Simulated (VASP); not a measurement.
# CaZn: single point with LDA

The system is CaZn.

```
CELL_PARAMETERS angstrom
3.64868 0.00000 0.00000
0.00000 3.64868 0.00000
0.00000 0.00000 3.64868
ATOMIC_POSITIONS crystal
Ca 0.00000 0.00000 0.00000
Zn 0.50000 0.50000 0.50000
```

| Item | Value |
| --- | --- |
| Program | VASP 6.6.1 |
| Task | single point |
| Functional | LDA |
| Potentials or basis | VASP PAW LDA potentials, release 64 (Ca_sv, Zn) |
| Cutoff | 520 eV |
| k mesh | 14 × 14 × 14 |
| Occupations | gaussian, width 0.15 eV |
| Spin | no spin polarisation |
| Dipole correction | no |
| Further INCAR settings | ALGO = Normal; EDIFF = 1e-07; NBANDS = 18 |

```
Pressure               : -2.9 GPa
Band gap on the k mesh : zero (band 11 reaches 3.79 eV, above the bottom of band 12 at 1.66 eV)
```

Levels at points of the mesh, in eV from the Fermi level:
| k point | band 9 | band 10 | band 11 | band 12 | band 13 | band 14 |
| --- | --- | --- | --- | --- | --- | --- |
| (0.00, 0.00, 0.00) | -6.97 | -6.46 | 1.46 | 1.46 | 4.56 | 4.56 |
| (0.50, 0.00, 0.00) | -6.96 | -4.10 | -2.61 | 1.96 | 2.44 | 2.44 |
| (0.50, 0.50, 0.00) | -6.87 | -3.24 | -0.19 | -0.19 | 1.25 | 3.64 |
| (0.50, 0.50, 0.50) | -6.87 | -0.66 | -0.66 | -0.66 | -0.55 | 4.73 |

Run time: 35 s on 1 thread of Intel(R) Xeon(R) 6975P-C (Granite Rapids), with other jobs on the host, peak memory 0.22 GiB.
